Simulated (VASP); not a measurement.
# Sb (Pm-3m) in VASP: a series of runs, part 2 of 2

VASP 6.6.1. Earlier steps stand in the parts before.

**3. Single point, r2SCAN**

This run uses another cell than the first one, of 35.34 Å³/atom, 1.037 times its volume.

The input, POSCAR:

```
Sb
1.0
    3.2816562724      0.0000000000      0.0000000000
    0.0000000000      3.2816562724      0.0000000000
    0.0000000000      0.0000000000      3.2816562724
Sb
1
Direct
    0.0000000000      0.0000000000      0.0000000000
```

The input, INCAR.step1:

```
  PREC = Accurate
  ENCUT = 520
  ISMEAR = -1
  SIGMA = 0.05
  LREAL = False
  LASPH = True
  NELM = 60
  NBANDS = 8
  GGA = PE
  ALGO = Normal
  EDIFF = 1E-4
  LWAVE = True
  LCHARG = False
```

The input, INCAR.step2:

```
  PREC = Accurate
  ENCUT = 520
  EDIFF = 1E-7
  ISMEAR = -1
  SIGMA = 0.05
  LREAL = False
  LASPH = True
  NELM = 60
  ALGO = Normal
  ISIF = 2
  LWAVE = False
  LCHARG = False
  METAGGA = R2SCAN
  LMIXTAU = True
  NBANDS = 8
  ISTART = 1
```

The input, KPOINTS:

```
regular mesh
0
Gamma
  9 9 9
```

Potentials or basis: VASP PAW PBE potentials, release 64 (Sb).

Run with:

```sh
cat potpaw_PBE.64/Sb/POTCAR > POTCAR
cp INCAR.step1 INCAR
mpirun -np 1 vasp_std > vasp.out
cp INCAR.step2 INCAR
mpirun -np 1 vasp_std > vasp.out
```

OUTCAR:

```text
PREC = Accurate
   ENCUT = 520
   EDIFF = 1E-7
   ISMEAR = -1
   LREAL = False
   LASPH = True
   NELM = 60
   ISIF = 2
   METAGGA = R2SCAN
   ISTART = 1

 ion  position               nearest neighbor table
   1  0.000  0.000  0.000-

  LATTYP: Found a simple cubic cell.
 ALAT       =     3.2816562724

  Lattice vectors:

 A1 = (   3.2816562724,   0.0000000000,   0.0000000000)
 A2 = (   0.0000000000,   3.2816562724,   0.0000000000)
 A3 = (   0.0000000000,   0.0000000000,   3.2816562724)

Analysis of symmetry for initial positions (statically):
=====================================================================
 Subroutine PRICEL returns:
 Original cell was already a primitive cell.

 Routine SETGRP: Setting up the symmetry group for a
 simple cubic supercell.

 Subroutine GETGRP returns: Found 48 space group operations
 (whereof 48 operations were pure point group operations)
 out of a pool of 48 trial point group operations.

The static configuration has the point symmetry O_h .

Analysis of symmetry for dynamics (positions and initial velocities):
=====================================================================
 Subroutine PRICEL returns:
 Original cell was already a primitive cell.

 Routine SETGRP: Setting up the symmetry group for a
 simple cubic supercell.

 Subroutine GETGRP returns: Found 48 space group operations
 (whereof 48 operations were pure point group operations)
 out of a pool of 48 trial point group operations.

The dynamic configuration has the point symmetry O_h .

 Subroutine INISYM returns: Found 48 space group operations
 (whereof 48 operations are pure point group operations),
 and found     1 'primitive' translations

----------------------------------------------------------------------------------------

                                     Primitive cell

  volume of cell :      35.3410

  direct lattice vectors                    reciprocal lattice vectors
     3.281656272  0.000000000  0.000000000     0.304724175  0.000000000  0.000000000
     0.000000000  3.281656272  0.000000000     0.000000000  0.304724175  0.000000000
     0.000000000  0.000000000  3.281656272     0.000000000  0.000000000  0.304724175

  length of vectors
     3.281656272  3.281656272  3.281656272     0.304724175  0.304724175  0.304724175

  position of ions in fractional coordinates (direct lattice)
     0.000000000  0.000000000  0.000000000

  ion indices of the primitive-cell ions
   primitive index   ion index
                 1           1

----------------------------------------------------------------------------------------

 KPOINTS: regular mesh

Automatic generation of k-mesh.
 Grid dimensions read from file:
 generate k-points for:    9    9    9

 Generating k-lattice:

  Cartesian coordinates                     Fractional coordinates (reciprocal lattice)
     0.033858242  0.000000000  0.000000000     0.111111111  0.000000000  0.000000000
     0.000000000  0.033858242  0.000000000     0.000000000  0.111111111  0.000000000
     0.000000000  0.000000000  0.033858242     0.000000000  0.000000000  0.111111111

  Length of vectors
     0.033858242  0.033858242  0.033858242

  Shift w.r.t. Gamma in fractional coordinates (k-lattice)
     0.000000000  0.000000000  0.000000000

 Subroutine IBZKPT returns following result:
 ===========================================

 Found     35 irreducible k-points:

 Following reciprocal coordinates:
            Coordinates               Weight
  0.000000  0.000000  0.000000      1.000000
  0.111111  0.000000  0.000000      6.000000
  0.222222  0.000000  0.000000      6.000000
  0.333333  0.000000  0.000000      6.000000
  0.444444  0.000000  0.000000      6.000000
  0.111111  0.111111  0.000000     12.000000
[... 16 lines left out ...]
  0.333333  0.333333  0.111111     24.000000
  0.444444  0.333333  0.111111     48.000000
 [... further k-points ...]
   k-points           NKPTS =     35   k-points in BZ     NKDIM =     35   number of bands    NBANDS=      8
   number of dos      NEDOS =    301   number of ions     NIONS =      1
   total plane-waves  NPLWV =  13824
   dimension x,y,z NGX =    24 NGY =   24 NGZ =   24
   dimension x,y,z NGXF=    48 NGYF=   48 NGZF=   48
   ions per type =               1
   NGX,Y,Z   is equivalent  to a cutoff of  12.16, 12.16, 12.16 a.u.
   NGXF,Y,Z  is equivalent  to a cutoff of  24.32, 24.32, 24.32 a.u.
 SYSTEM =  unknown system
   PREC   = accura    normal or accurate (medium, high low for compatibility)
   ISTART =      1    job   : 0-new  1-cont  2-samecut
   ICHARG =      0    charge: 1-file 2-atom 10-const
   ISPIN  =      1    spin polarized calculation?
   LNONCOLLINEAR =      F non collinear calculations
   LSORBIT =      F    spin-orbit coupling
   LASPH  =      T    aspherical Exc in radial PAW
   ENCUT  =  520.0 eV  38.22 Ry    6.18 a.u.   6.10  6.10  6.10*2*pi/ulx,y,z
   NELM   =     60;   NELMIN=  2; NELMDL=  0     # of ELM steps
   EDIFF  = 0.1E-06   stopping-criterion for ELM
   LREAL  =      F    real-space projection
   EDIFFG = 0.1E-05   stopping-criterion for IOM
   NSW    =      0    number of steps for IOM
   IBRION =     -1    ionic relax: 0-MD 1-quasi-New 2-CG
   NFREE  =      0    steps in history (QN), initial steepest desc. (CG)
   ISIF   =      2    stress and relaxation
   ISYM   =      2    0-nonsym 1-usesym 2-fastsym
   POTIM  = 0.5000    time-step for ionic-motion
   TEBEG  =    0.0;   TEEND  =   0.0 temperature during run
   PSTRESS=    0.0 pullay stress
   NELECT =       5.0000    total number of electrons
   NUPDOWN=      -1.0000    fix difference up-down
   EMIN   =  10.00;   EMAX   =-10.00  energy-range for DOS
   EFERMI =   0.00;   METHOD = LEGACY
   ISMEAR =    -1;   SIGMA  =   0.05  broadening in eV -4-tet -1-fermi 0-gaus
   EFERMI_NEDOS =   21; number of points for ismear=-14 and -15
   IALGO  =     38    algorithm
   IMIX   =      4    mixing-type and parameters
     AMIX     =   0.40;   BMIX     =  1.00
     AMIX_MAG =   1.60;   BMIX_MAG =  1.00
  volume/ion in A,a.u.               =      35.34       238.49
  Fermi-wavevector in a.u.,A,eV,Ry     =   0.853045  1.612021  9.900757  0.727685
  Thomas-Fermi vector in A             =   1.969426
   LORBIT       =      0    0 simple, 1 ext, 2 COOP (PROOUT), +10 PAW based schemes
   METAGGA = R2SCAN    functional components
   LHFCALC =     F    Hartree Fock is set to
   AEXX    =    0.0000 exact exchange contribution
   IVDW    =     0    specifies the selected vdW correction
   LEPSILON=     F    determine dielectric tensor
   LRPA    =     F    only Hartree local field effects (RPA)
 non-spin polarized calculation
  energy-cutoff  :      520.00
  volume of cell :       35.34
 maximum number of plane-waves:       963
   NGX = 13   NGY = 13   NGZ = 13

 number of electron       4.9999999 magnetization

 Free energy of the ion-electron system (eV)
  ---------------------------------------------------
  ext. energy  EPLUGINS =         0.00000000
  ---------------------------------------------------
  free energy    TOTEN  =       -25.47576437 eV

  energy without entropy =      -25.47114635  energy(sigma->0) =      -25.47345536

 E-fermi :   5.0979     XC(G=0):  -9.3726

 val. band max:        4.9791366681   @ k =   0.2222   0.2222   0.2222
 cond. band min:       5.1887213368   @ k =   0.3333   0.2222   0.0000
 fundamental gap:      0.2095846687
 Fermi energy:         5.0978782919

 k-point     1 :       0.0000    0.0000    0.0000
  band No.  band energies     occupation
      1      -6.6900      2.00000
      2       8.0455      0.00000
      3       8.0455      0.00000
      4       8.0455      0.00000
      5      12.1812      0.00000
      6      12.1812      0.00000
      7      13.1243      0.00000
      8      22.5171      0.00000

 k-point     2 :       0.1111    0.0000    0.0000
  band No.  band energies     occupation
      1      -6.5336      2.00000
      2       6.4460      0.00000
      3       8.1919      0.00000
      4       8.1919      0.00000
      5      12.3151      0.00000
      6      12.8626      0.00000
      7      14.4486      0.00000
      8      21.1699      0.00000
[... 221 lines left out ...]
 k-point    23 :       0.3333    0.3333    0.1111
  band No.  band energies     occupation
      1      -3.9686      2.00000
      2       3.0441      2.00000
      3       3.3326      2.00000
      4       8.7745      0.00000
      5      10.9329      0.00000
      6      15.8064      0.00000
      7      16.5517      0.00000
      8      17.4081      0.00000

 k-point    24 :       0.4444    0.3333    0.1111
  band No.  band energies     occupation
      1      -3.3417      2.00000
      2       1.7985      2.00000
      3       3.6943      2.00000
      4       9.2645      0.00000
      5       9.7705      0.00000
      6      15.2264      0.00000
      7      16.7423      0.00000
      8      17.9658      0.00000

 [... further k-points ...]
[... 5 lines left out ...]
  --------------------------------------------------------------------------------------
  -------------------------------------------------------------------------------------
  Total       -1.6094861     -1.6094861     -1.6094861     -0.0000000     -0.0000000      0.0000000
  in kB      -72.9656649    -72.9656649    -72.9656649     -0.0000000     -0.0000000      0.0000000
  external PRESSURE =     -72.9656649 kB  Pullay stress =       0.0000000 kB

 VOLUME and BASIS-vectors are now :
 -----------------------------------------------------------------------------
  energy-cutoff  :      520.00
  volume of cell :       35.34
      direct lattice vectors                 reciprocal lattice vectors
     3.281656272  0.000000000  0.000000000     0.304724175  0.000000000  0.000000000
     0.000000000  3.281656272  0.000000000     0.000000000  0.304724175  0.000000000
     0.000000000  0.000000000  3.281656272     0.000000000  0.000000000  0.304724175

 POSITION                                       TOTAL-FORCE (eV/Angst)
 -----------------------------------------------------------------------------------
      0.00000      0.00000      0.00000         0.000000      0.000000      0.000000
 -----------------------------------------------------------------------------------
    total drift:                               -0.000000      0.000000      0.000000

  FREE ENERGIE OF THE ION-ELECTRON SYSTEM (eV)
  ---------------------------------------------------
  free  energy   TOTEN  =       -25.4757643683 eV

  energy  without entropy=      -25.4711463540  energy(sigma->0) =      -25.47345536
```

OSZICAR.step1:

```text
N       E                     dE             d eps       ncg     rms          rms(c)
DAV:   1     0.473666470746E+01    0.47367E+01   -0.15624E+03   560   0.395E+02
DAV:   2    -0.385834469907E+01   -0.85950E+01   -0.82962E+01   800   0.488E+01
DAV:   3    -0.396730613278E+01   -0.10896E+00   -0.10890E+00   632   0.619E+00
DAV:   4    -0.396787020015E+01   -0.56407E-03   -0.56406E-03   864   0.574E-01
DAV:   5    -0.396787230251E+01   -0.21024E-05   -0.21024E-05   720   0.225E-02    0.143E+00
DAV:   6    -0.396972860197E+01   -0.18563E-02   -0.23605E-03   600   0.255E-01    0.826E-01
DAV:   7    -0.397134933641E+01   -0.16207E-02   -0.50670E-03   608   0.373E-01    0.828E-02
DAV:   8    -0.397141220214E+01   -0.62866E-04   -0.14253E-04   696   0.769E-02
   1 F= -.39714122E+01 E0= -.39689585E+01  d E =-.490730E-02
```

It took 13 s on 1 thread of Intel Xeon Platinum 8488C (Sapphire Rapids), shared host; peak memory 0.14 GiB.

What came out:

```yaml
Free_energy: -25.4758 eV
Pressure: -7.3 GPa
```

Caveat: the PAW data sets were made with another functional, which shifts forces and pressure a little; spin-orbit coupling is left out, which moves the levels of the heavy elements.
